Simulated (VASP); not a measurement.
Input of a VASP 6.6.1 run:

The input INCAR:

```
PREC = Accurate ; ENCUT = 520
EDIFF = 1E-6 ; ISMEAR = 0
SIGMA = 0.1 ; LREAL = F
LASPH = T ; NELM = 60
ALGO = Normal ; ISIF = 2
LWAVE = F ; LCHARG = F
GGA = PE ; NBANDS = 38
```

File KPOINTS:

```
Automatic mesh
0
Gamma
  4 4 4
```

Contents of POSCAR:

```
SiGe3Ru
1.0
    4.1659822797      0.0000000000      0.0000000000
    0.0000000000      4.1659822797      0.0000000000
    0.0000000000      0.0000000000      5.7110866430
Si Ge Ru
1 3 1
Direct
    0.0000000000      0.0000000000      0.1291231163
    0.0000000000      0.5000000000      0.4452696583
    0.5000000000      0.0000000000      0.4452696583
    0.5000000000      0.5000000000      0.0867541666
    0.5000000000      0.5000000000      0.6661834205
```

Potentials or basis: VASP PAW PBE potentials, release 64 (Si, Ge_d, Ru_pv).

Launch:

```console
$ cat potpaw_PBE.64/Si/POTCAR potpaw_PBE.64/Ge_d/POTCAR potpaw_PBE.64/Ru_pv/POTCAR > POTCAR
$ mpirun -np 1 vasp_std > vasp.out
```

(1) Estimate the largest force.

(2) What does it give for the pressure?

(3) Predict the band gap on the k mesh.

Results:

(1) 0.030 eV/Å.

(2) 0.2 GPa.

(3) zero (bands 30 and 31 overlap by 1.29 eV).

Caveat: the k points lie up to 0.38 Å⁻¹ apart, too coarse for converged energies and pressures of a metal.
